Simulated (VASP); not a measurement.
Write the native input for VASP 6.6.1 that does the following.

* Task: single point
* Functional: PBE
* Potentials or basis: VASP PAW PBE potentials, release 64 (Fe)
* Cutoff: 520 eV
* k mesh: 10 × 10 × 10
* Occupations: gaussian, width 0.15 eV
* Spin: collinear spin, ferromagnetic start
* Starting moments: [2.44] μB
* Dipole correction: no
* Further INCAR settings: ALGO = Fast; EDIFF = 1e-07; NBANDS = 14

The structure of Fe lies in POSCAR:

```
Fe
1.0
   -1.3119987705      1.4157750842      1.4487626437
    1.3119987705     -1.4157750842      1.4487626437
    1.3119987705      1.4157750842     -1.4487626437
Fe
1
Direct
    0.0000000000      0.0000000000      0.0000000000
```

This cell differs from its parent crystal: normal strain along x -0.0733, normal strain along z +0.0233.

The input as run:

INCAR

```
ALGO = Fast
EDIFF = 1E-7
ENCUT = 520
GGA = PE
ISIF = 2
ISMEAR = 0
ISPIN = 2
LASPH = True
LCHARG = False
LMAXMIX = 4
LORBIT = 11
LREAL = False
LWAVE = False
MAGMOM = 2.44
NBANDS = 14
NELM = 150
PREC = Accurate
SIGMA = 0.15
```

KPOINTS

```
k-points
0
Gamma
  10 10 10
```

Potentials or basis: VASP PAW PBE potentials, release 64 (Fe).

Launch:

```bash
$ cat potpaw_PBE.64/Fe/POTCAR > POTCAR
$ mpirun -np 1 vasp_std > vasp.out
```

It gave:

```json
{
  "Pressure": "12.3 GPa",
  "Net moment": "2.10 μB per cell",
  "Site moments": "Fe +2.09 μB",
  "Valence electrons inside the program's atomic spheres": "Fe 7.39"
}
```

Caveat: the cell differs from its parent crystal (normal strain along x -0.0733, normal strain along z +0.0233).

Wall time 24 s on 1 thread of Intel(R) Xeon(R) 6975P-C (Granite Rapids) (shared host), peak memory 0.15 GiB.
